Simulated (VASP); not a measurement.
Write the native input for VASP 6.6.1 that does the following.

| Item | Value |
| --- | --- |
| Task | single point |
| Functional | LDA |
| Potentials or basis | VASP PAW LDA potentials, release 64 (C_h) |
| Cutoff | 1300 eV |
| k mesh | 12 × 12 × 12 |
| Occupations | gaussian, width 0.01 eV |
| Spin | no spin polarisation |
| Dipole correction | no |
| Further INCAR settings | ALGO = Normal; EDIFF = 1e-06; NBANDS = 11 |

The structure of C lies in POSCAR:

```
C
1.0
    1.7573019834      1.7573019834      0.0000000000
   -1.7573019834      1.7573019834      0.0000000000
    0.0000000000      1.7573019834      1.7573019834
C
2
Direct
    0.5000000000      0.5000000000      0.0000000000
    0.7500000000      0.2500000000      0.5000000000
```

These files were run (other wordings do the same):

INCAR

```
  ALGO = Normal
  EDIFF = 1E-6
  ENCUT = 1300
  GGA = CA
  GGA_COMPAT = F
  ISIF = 2
  ISMEAR = 0
  LASPH = T
  LCHARG = F
  LREAL = F
  LWAVE = F
  NBANDS = 11
  NELM = 120
  PREC = Accurate
  SIGMA = 0.01
```

KPOINTS

```
k-points
0
Gamma
  12 12 12
```

Potentials or basis: VASP PAW LDA potentials, release 64 (C_h).

Command:

```bash
$ cat potpaw_LDA.64/C_h/POTCAR > POTCAR
$ mpirun -np 1 vasp_std > vasp.out
```

Results of the run:

| Item | Value |
| --- | --- |
| Pressure | 8.0 GPa |
| Band gap on the k mesh | 4.24 eV (least direct gap 5.67 eV) |

Caveat: the cell stands under pressure.

It took 21 s on 1 thread of Intel(R) Xeon(R) Platinum 8259CL CPU @ 2.50GHz (Skylake/Cascade Lake), with other jobs on the host, peak memory 0.15 GiB.
